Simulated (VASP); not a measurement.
# La3Zr (Pm-3m) in VASP: a series of runs

La3Zr is run at these levels: PBE; tasks: single point.

All numbers are computed with VASP 6.6.1; they aren't measurements. Logs are shortened: lines on timing, memory, paths and dates and some standing lists are left out, and cuts for length are marked.

### 1 The cell of the first run

The structure is cubic, space group Pm-3m (No. 221). Conventional cell: a = 5.073 Å, b = 5.073 Å, c = 5.073 Å, α = 90.00°, β = 90.00°, γ = 90.00°. La (site symmetry 4/mmm) has 8 La at 3.59 Å and 4 Zr at 3.59 Å within 4.7 Å. Within 4.7 Å of Zr (site symmetry m-3m) lie 12 La at 3.59 Å.

### 2 Single point, PBE

File INCAR:

```
SYSTEM = La3Zr
PREC = Accurate ; ENCUT = 520
EDIFF = 1E-6 ; ISMEAR = 1
SIGMA = 0.25 ; LREAL = .FALSE.
LASPH = .TRUE. ; NELM = 60
ALGO = Normal ; ISIF = 2
LWAVE = .FALSE. ; LCHARG = .FALSE.
GGA = PE ; NBANDS = 30
```

File KPOINTS:

```
regular mesh
0
G
  5 5 5
  0 0 0
```

File POSCAR:

```
La3Zr
1.0
    5.0726740000      0.0000000000      0.0000000000
    0.0000000000      5.0726740000      0.0000000000
    0.0000000000      0.0000000000      5.0726740000
La Zr
3 1
Direct
    0.0000000000      0.5000000000      0.5000000000
    0.5000000000      0.0000000000      0.5000000000
    0.5000000000      0.5000000000      0.0000000000
    0.0000000000      0.0000000000      0.0000000000
```

Potentials or basis: VASP PAW PBE potentials, release 64 (La, Zr_sv).

Command:

```sh
> cat potpaw_PBE.64/La/POTCAR potpaw_PBE.64/Zr_sv/POTCAR > POTCAR
> mpirun -np 1 vasp_std > vasp.out
```

OUTCAR:

```text
SYSTEM = La3Zr
   PREC = Accurate
   ENCUT = 520
   EDIFF = 1E-6
   ISMEAR = 1
   LREAL = .FALSE.
   LASPH = .TRUE.
   NELM = 60
   ISIF = 2
   GGA = PE

 ion  position               nearest neighbor table
   1  0.000  0.500  0.500-   2 3.59   3 3.59   4 3.59   3 3.59   4 3.59   2 3.59   4 3.59   4 3.59
                             2 3.59   3 3.59   3 3.59   2 3.59
   2  0.500  0.000  0.500-   1 3.59   3 3.59   4 3.59   3 3.59   4 3.59   1 3.59   3 3.59   3 3.59
                             1 3.59   4 3.59   4 3.59   1 3.59
   3  0.500  0.500  0.000-   1 3.59   2 3.59   4 3.59   1 3.59   2 3.59   2 3.59   4 3.59   2 3.59
                             1 3.59   4 3.59   1 3.59   4 3.59
   4  0.000  0.000  0.000-   1 3.59   2 3.59   3 3.59   1 3.59   2 3.59   1 3.59   3 3.59   1 3.59
                             2 3.59   3 3.59   2 3.59   3 3.59

  LATTYP: Found a simple cubic cell.
 ALAT       =     5.0726740000

  Lattice vectors:

 A1 = (   5.0726740000,   0.0000000000,   0.0000000000)
 A2 = (   0.0000000000,   5.0726740000,   0.0000000000)
 A3 = (   0.0000000000,   0.0000000000,   5.0726740000)

Analysis of symmetry for initial positions (statically):
=====================================================================
 Subroutine PRICEL returns:
 Original cell was already a primitive cell.

 Routine SETGRP: Setting up the symmetry group for a
 simple cubic supercell.

 Subroutine GETGRP returns: Found 48 space group operations
 (whereof 48 operations were pure point group operations)
 out of a pool of 48 trial point group operations.

The static configuration has the point symmetry O_h .

Analysis of symmetry for dynamics (positions and initial velocities):
=====================================================================
 Subroutine PRICEL returns:
 Original cell was already a primitive cell.

 Routine SETGRP: Setting up the symmetry group for a
 simple cubic supercell.

 Subroutine GETGRP returns: Found 48 space group operations
 (whereof 48 operations were pure point group operations)
 out of a pool of 48 trial point group operations.

The dynamic configuration has the point symmetry O_h .

 Subroutine INISYM returns: Found 48 space group operations
 (whereof 48 operations are pure point group operations),
 and found     1 'primitive' translations

----------------------------------------------------------------------------------------

                                     Primitive cell

  volume of cell :     130.5302

  direct lattice vectors                    reciprocal lattice vectors
     5.072674000  0.000000000  0.000000000     0.197134687  0.000000000  0.000000000
     0.000000000  5.072674000  0.000000000     0.000000000  0.197134687  0.000000000
     0.000000000  0.000000000  5.072674000     0.000000000  0.000000000  0.197134687

  length of vectors
     5.072674000  5.072674000  5.072674000     0.197134687  0.197134687  0.197134687

  position of ions in fractional coordinates (direct lattice)
     0.000000000  0.500000000  0.500000000
     0.500000000  0.000000000  0.500000000
     0.500000000  0.500000000  0.000000000
     0.000000000  0.000000000  0.000000000

  ion indices of the primitive-cell ions
   primitive index   ion index
                 1           1
                 2           2
                 3           3
                 4           4

----------------------------------------------------------------------------------------

 KPOINTS: regular mesh

Automatic generation of k-mesh.
 Grid dimensions read from file:
 generate k-points for:    5    5    5

 Generating k-lattice:

  Cartesian coordinates                     Fractional coordinates (reciprocal lattice)
     0.039426937  0.000000000  0.000000000     0.200000000  0.000000000  0.000000000
     0.000000000  0.039426937  0.000000000     0.000000000  0.200000000  0.000000000
     0.000000000  0.000000000  0.039426937     0.000000000  0.000000000  0.200000000

  Length of vectors
     0.039426937  0.039426937  0.039426937

  Shift w.r.t. Gamma in fractional coordinates (k-lattice)
     0.000000000  0.000000000  0.000000000

 Subroutine IBZKPT returns following result:
 ===========================================

 Found     10 irreducible k-points:

 Following reciprocal coordinates:
            Coordinates               Weight
  0.000000  0.000000  0.000000      1.000000
  0.200000  0.000000  0.000000      6.000000
  0.400000  0.000000  0.000000      6.000000
  0.200000  0.200000  0.000000     12.000000
  0.400000  0.200000  0.000000     24.000000
  0.400000  0.400000  0.000000     12.000000
  0.200000  0.200000  0.200000      8.000000
  0.400000  0.200000  0.200000     24.000000
  0.400000  0.400000  0.200000     24.000000
  0.400000  0.400000  0.400000      8.000000
   k-points           NKPTS =     10   k-points in BZ     NKDIM =     10   number of bands    NBANDS=     30
   number of dos      NEDOS =    301   number of ions     NIONS =      4
   total plane-waves  NPLWV =  64000
   dimension x,y,z NGX =    40 NGY =   40 NGZ =   40
   dimension x,y,z NGXF=    80 NGYF=   80 NGZF=   80
   ions per type =               3   1
   NGX,Y,Z   is equivalent  to a cutoff of  13.11, 13.11, 13.11 a.u.
   NGXF,Y,Z  is equivalent  to a cutoff of  26.22, 26.22, 26.22 a.u.
 SYSTEM =  La3Zr
   PREC   = accura    normal or accurate (medium, high low for compatibility)
   ISTART =      0    job   : 0-new  1-cont  2-samecut
   ICHARG =      2    charge: 1-file 2-atom 10-const
   ISPIN  =      1    spin polarized calculation?
   LNONCOLLINEAR =      F non collinear calculations
   LSORBIT =      F    spin-orbit coupling
   LASPH  =      T    aspherical Exc in radial PAW
   ENCUT  =  520.0 eV  38.22 Ry    6.18 a.u.   9.43  9.43  9.43*2*pi/ulx,y,z
   NELM   =     60;   NELMIN=  2; NELMDL= -5     # of ELM steps
   EDIFF  = 0.1E-05   stopping-criterion for ELM
   LREAL  =      F    real-space projection
   EDIFFG = 0.1E-04   stopping-criterion for IOM
   NSW    =      0    number of steps for IOM
   IBRION =     -1    ionic relax: 0-MD 1-quasi-New 2-CG
   NFREE  =      0    steps in history (QN), initial steepest desc. (CG)
   ISIF   =      2    stress and relaxation
   ISYM   =      2    0-nonsym 1-usesym 2-fastsym
   POTIM  = 0.5000    time-step for ionic-motion
   TEBEG  =    0.0;   TEEND  =   0.0 temperature during run
   PSTRESS=    0.0 pullay stress
   NELECT =      45.0000    total number of electrons
   NUPDOWN=      -1.0000    fix difference up-down
   EMIN   =  10.00;   EMAX   =-10.00  energy-range for DOS
   EFERMI =   0.00;   METHOD = LEGACY
   ISMEAR =     1;   SIGMA  =   0.25  broadening in eV -4-tet -1-fermi 0-gaus
   EFERMI_NEDOS =   21; number of points for ismear=-14 and -15
   IALGO  =     38    algorithm
   IMIX   =      4    mixing-type and parameters
     AMIX     =   0.40;   BMIX     =  1.00
     AMIX_MAG =   1.60;   BMIX_MAG =  1.00
  volume/ion in A,a.u.               =      32.63       220.22
  Fermi-wavevector in a.u.,A,eV,Ry     =   1.147912  2.169240 17.928433  1.317703
  Thomas-Fermi vector in A             =   2.284590
   LORBIT       =      0    0 simple, 1 ext, 2 COOP (PROOUT), +10 PAW based schemes
   GGA     = PE    functional components
   LHFCALC =     F    Hartree Fock is set to
   AEXX    =    0.0000 exact exchange contribution
   IVDW    =     0    specifies the selected vdW correction
   LEPSILON=     F    determine dielectric tensor
   LRPA    =     F    only Hartree local field effects (RPA)
 non-spin polarized calculation
 Methfessel and Paxton  Order N= 1 SIGMA  =   0.25
  energy-cutoff  :      520.00
  volume of cell :      130.53
 maximum number of plane-waves:      3541
 NGX is ok and might be reduce to    40
   NGX = 19   NGY = 19   NGZ = 19

 number of electron      44.9999996 magnetization

 Free energy of the ion-electron system (eV)
  ---------------------------------------------------
  ext. energy  EPLUGINS =         0.00000000
  ---------------------------------------------------
  free energy    TOTEN  =       -22.56162175 eV

  energy without entropy =      -22.57148431  energy(sigma->0) =      -22.56490927

 E-fermi :   8.2761     XC(G=0):  -9.9802

 val. band max:        8.2557457155   @ k =   0.4000   0.4000   0.0000
 cond. band min:       8.3126737601   @ k =   0.4000   0.2000   0.0000
 fundamental gap:      0.0569280447
 Fermi energy:         8.2760575672

 k-point     1 :       0.0000    0.0000    0.0000
  band No.  band energies     occupation
      1     -40.8599      2.00000
      2     -24.3250      2.00000
      3     -24.0041      2.00000
      4     -24.0041      2.00000
      5     -18.8682      2.00000
      6     -18.8682      2.00000
[... 22 lines left out ...]
     29      10.2144     -0.00000
     30      10.2144     -0.00000

 k-point     2 :       0.2000    0.0000    0.0000
  band No.  band energies     occupation
      1     -40.8599      2.00000
      2     -24.2993      2.00000
      3     -24.0319      2.00000
      4     -24.0036      2.00000
      5     -18.8678      2.00000
      6     -18.8678      2.00000
[... 22 lines left out ...]
     29      10.0575     -0.00000
     30      10.2308     -0.00000

 k-point     3 :       0.4000    0.0000    0.0000
  band No.  band energies     occupation
      1     -40.8598      2.00000
      2     -24.2391      2.00000
      3     -24.0954      2.00000
      4     -24.0029      2.00000
      5     -18.8672      2.00000
      6     -18.8672      2.00000
[... 22 lines left out ...]
     29      10.0664     -0.00000
     30      10.0941     -0.00000

 k-point     4 :       0.2000    0.2000    0.0000
  band No.  band energies     occupation
      1     -40.8599      2.00000
      2     -24.2752      2.00000
      3     -24.0420      2.00000
      4     -24.0185      2.00000
      5     -18.8681      2.00000
      6     -18.8675      2.00000
[... 22 lines left out ...]
     29       9.9515     -0.00000
     30      10.2133     -0.00000

 k-point     5 :       0.4000    0.2000    0.0000
  band No.  band energies     occupation
      1     -40.8598      2.00000
      2     -24.2179      2.00000
      3     -24.0957      2.00000
      4     -24.0234      2.00000
      5     -18.8675      2.00000
      6     -18.8668      2.00000
[... 22 lines left out ...]
     29       9.8431     -0.00000
     30      10.0038     -0.00000

 k-point     6 :       0.4000    0.4000    0.0000
  band No.  band energies     occupation
      1     -40.8598      2.00000
      2     -24.1653      2.00000
      3     -24.1020      2.00000
      4     -24.0690      2.00000
      5     -18.8679      2.00000
      6     -18.8671      2.00000
[... 22 lines left out ...]
     29       9.6444     -0.00000
     30       9.9777     -0.00000

 k-point     7 :       0.2000    0.2000    0.2000
  band No.  band energies     occupation
      1     -40.8598      2.00000
      2     -24.2532      2.00000
      3     -24.0413      2.00000
      4     -24.0413      2.00000
      5     -18.8683      2.00000
      6     -18.8683      2.00000
[... 22 lines left out ...]
     29       9.7553     -0.00000
     30      10.2217     -0.00000

 k-point     8 :       0.4000    0.2000    0.2000
  band No.  band energies     occupation
      1     -40.8598      2.00000
      2     -24.2001      2.00000
      3     -24.0955      2.00000
      4     -24.0402      2.00000
      5     -18.8687      2.00000
      6     -18.8676      2.00000
[... 22 lines left out ...]
     29       9.8266     -0.00000
     30       9.8882     -0.00000

 k-point     9 :       0.4000    0.4000    0.2000
  band No.  band energies     occupation
      1     -40.8598      2.00000
      2     -24.1555      2.00000
      3     -24.1010      2.00000
      4     -24.0773      2.00000
      5     -18.8692      2.00000
      6     -18.8692      2.00000
[... 22 lines left out ...]
     29       9.7761     -0.00000
     30       9.7973     -0.00000

 k-point    10 :       0.4000    0.4000    0.4000
  band No.  band energies     occupation
      1     -40.8597      2.00000
      2     -24.1309      2.00000
      3     -24.0995      2.00000
      4     -24.0995      2.00000
      5     -18.8712      2.00000
      6     -18.8712      2.00000
[... 22 lines left out ...]
     29       9.9014     -0.00000
     30       9.9636     -0.00000

------------------------ aborting loop because EDIFF is reached ----------------------------------------

  FORCE on cell =-STRESS in cart. coord.  units (eV):
  Direction    XX          YY          ZZ          XY          YZ          ZX
  --------------------------------------------------------------------------------------
  -------------------------------------------------------------------------------------
  Total       -0.1834581     -0.1834581     -0.1834581     -0.0000000     -0.0000000      0.0000000
  in kB       -2.2518347     -2.2518347     -2.2518347     -0.0000000     -0.0000000      0.0000000
  external PRESSURE =      -2.2518347 kB  Pullay stress =       0.0000000 kB

 VOLUME and BASIS-vectors are now :
 -----------------------------------------------------------------------------
  energy-cutoff  :      520.00
  volume of cell :      130.53
      direct lattice vectors                 reciprocal lattice vectors
     5.072674000  0.000000000  0.000000000     0.197134687  0.000000000  0.000000000
     0.000000000  5.072674000  0.000000000     0.000000000  0.197134687  0.000000000
     0.000000000  0.000000000  5.072674000     0.000000000  0.000000000  0.197134687

 POSITION                                       TOTAL-FORCE (eV/Angst)
 -----------------------------------------------------------------------------------
      0.00000      2.53634      2.53634         0.000000      0.000000      0.000000
      2.53634      0.00000      2.53634         0.000000      0.000000      0.000000
      2.53634      2.53634      0.00000         0.000000      0.000000      0.000000
      0.00000      0.00000      0.00000         0.000000      0.000000      0.000000
 -----------------------------------------------------------------------------------
    total drift:                                0.000000     -0.000000     -0.000000

  FREE ENERGIE OF THE ION-ELECTRON SYSTEM (eV)
  ---------------------------------------------------
  free  energy   TOTEN  =       -22.5616217520 eV

  energy  without entropy=      -22.5714843056  energy(sigma->0) =      -22.56490927
```

It took 25 s on 1 thread of Intel Xeon 6975P-C (Granite Rapids), shared host; peak memory 0.26 GiB.

Results:

* Free energy: -22.5616 eV
* Pressure: -0.2 GPa

Levels at points of the mesh, in eV from the Fermi level:
```tsv
k point	band 21	band 22	band 23	band 24	band 25	band 26
(0.00, 0.00, 0.00)	-1.56	-1.56	-1.56	1.32	1.32	1.32
```

Caveat: spin-orbit coupling is left out, which moves the levels of the heavy elements.

(Continued in part 2 of 2.)
